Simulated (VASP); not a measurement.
Here is a VASP 6.6.1 calculation.

File INCAR:

```
SYSTEM = AlN
PREC     = Accurate       ! precision mode
ENCUT    = 520            ! plane-wave cutoff, eV
EDIFF    = 1E-6           ! SCF threshold, eV
ISMEAR   = -1             ! smearing method
SIGMA    = 0.01           ! smearing width, eV
LREAL    = .False.        ! projectors in reciprocal space
LASPH    = .True.         ! aspherical terms in the spheres
NELM     = 60             ! most SCF steps
ALGO     = Normal         ! electronic algorithm
ISIF     = 2              ! what is computed and relaxed
LWAVE    = .False.        ! write WAVECAR
LCHARG   = .False.        ! write CHGCAR
GGA      = PE             ! functional
NBANDS   = 16             ! bands
```

File KPOINTS:

```
Automatic mesh
0
Gamma
  10 10 6
  0 0 0
```

POSCAR

```
AlN
1.0
    3.1297569663      0.0000000289      0.0000000000
   -1.5648785082      2.7104490260      0.0000000000
    0.0000000000      0.0000000000      5.0174032534
Al N
2 2
Direct
    0.6666666667      0.3333333333      0.4992353700
    0.3333333334      0.6666666667      0.9992353700
    0.6666666667      0.3333333333      0.8807646300
    0.3333333334      0.6666666667      0.3807646300
```

Potentials or basis: VASP PAW PBE potentials, release 64 (Al, N).

Launch:

```console
$ cat potpaw_PBE.64/Al/POTCAR potpaw_PBE.64/N/POTCAR > POTCAR
$ mpirun -np 1 vasp_std > vasp.out
```

Question: What does it give for the pressure?

Answer: -0.2 GPa.

Question: What does it give for the band gap on the k mesh?

Answer: 4.05 eV, direct.

A k mesh can miss the band edges. A hybrid or GW would open this gap; PBE tends to underestimate it.
